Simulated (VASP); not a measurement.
Set up this calculation in VASP 6.6.1, as the native input.

```yaml
Task: single point
Functional: PBE
Potentials_or_basis: VASP PAW PBE potentials, release 64 (Mg, Cd, Te)
Cutoff: 520 eV
k_mesh: 6 × 6 × 2
Occupations: gaussian, width 0.02 eV
Spin: no spin polarisation
Dipole_correction: no
Further_INCAR_settings: ALGO = Normal; EDIFF = 1e-06; NBANDS = 46
```

The structure of Mg2CdTe3 lies in POSCAR:

```
Mg2CdTe3
1.0
    4.6334553293      0.0000000000      0.0000000000
   -2.3167276646      4.0126900224      0.0000000000
    0.0000000000      0.0000000000     22.6465911351
Mg Cd Te
4 2 6
Direct
    0.3333333333      0.6666666667      0.6642392747
    0.3333333333      0.6666666667      0.9994673312
    0.6666666667      0.3333333333      0.1642392747
    0.6666666667      0.3333333333      0.4994673312
    0.3333333333      0.6666666667      0.3332201995
    0.6666666667      0.3333333333      0.8332201995
    0.3333333333      0.6666666667      0.1242230673
    0.3333333333      0.6666666667      0.4597556794
    0.3333333333      0.6666666667      0.7890944480
    0.6666666667      0.3333333333      0.2890944480
    0.6666666667      0.3333333333      0.6242230673
    0.6666666667      0.3333333333      0.9597556794
```

One way to write it, as run:

INCAR

```
PREC = Accurate
ENCUT = 520
EDIFF = 1E-6
ISMEAR = 0
SIGMA = 0.02
LREAL = False
LASPH = True
NELM = 60
ALGO = Normal
ISIF = 2
LWAVE = False
LCHARG = False
GGA = PE
NBANDS = 46
```

KPOINTS

```
regular mesh
0
Gamma
  6 6 2
```

Potentials or basis: VASP PAW PBE potentials, release 64 (Mg, Cd, Te).

Command:

```console
$ cat potpaw_PBE.64/Mg/POTCAR potpaw_PBE.64/Cd/POTCAR potpaw_PBE.64/Te/POTCAR > POTCAR
$ mpirun -np 1 vasp_std > vasp.out
```

Results of the run:

```
Pressure               : 0.0 GPa
Largest force          : 0.019 eV/Å
Band gap on the k mesh : 1.49 eV, direct
```

Caveat: spin-orbit coupling is left out, which moves the levels of the heavy elements.

It took 6.2 min on 1 thread of Intel Xeon 6975P-C, with other jobs on the host, peak memory 0.63 GiB.
